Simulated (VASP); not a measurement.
BiB2As:

```
As B Bi
1.0
     3.61435    0.00000    0.00000
     0.00000    3.61435    0.00000
     0.00000    0.00000    5.17338
As B Bi
1 2 1
Direct
  0.00000 0.00000 0.00000
  0.00000 0.50000 0.78076
  0.50000 0.00000 0.21924
  0.50000 0.50000 0.50000
```

Base run:

* Program: VASP 6.6.1
* Functional: r2SCAN
* Potentials or basis: VASP PAW PBE potentials, release 64 (As, B, Bi_d)
* Cutoff: 520 eV
* k mesh: 6 × 6 × 4
* Occupations: gaussian, width 0.01 eV
* Spin: no spin polarisation

Its results: band gap on the k mesh 0.49 eV (least direct gap 0.87 eV); pressure 0.0 GPa; largest force 0.011 eV/Å.

Q: The run is repeated on the same cell with these changes: functional from r2SCAN to PBE; k mesh from 6 × 6 × 4 to 8 × 8 × 6. What comes out?

A: Band gap on the k mesh 0.34 eV (least direct gap 0.80 eV); pressure 1.8 GPa; largest force 0.015 eV/Å.

Several settings changed at once.

Caveats: spin-orbit coupling is left out, which moves the levels of the heavy elements; the PAW data sets were made with another functional, which shifts forces and pressure a little (at least some runs).

A k mesh can miss the band edges.
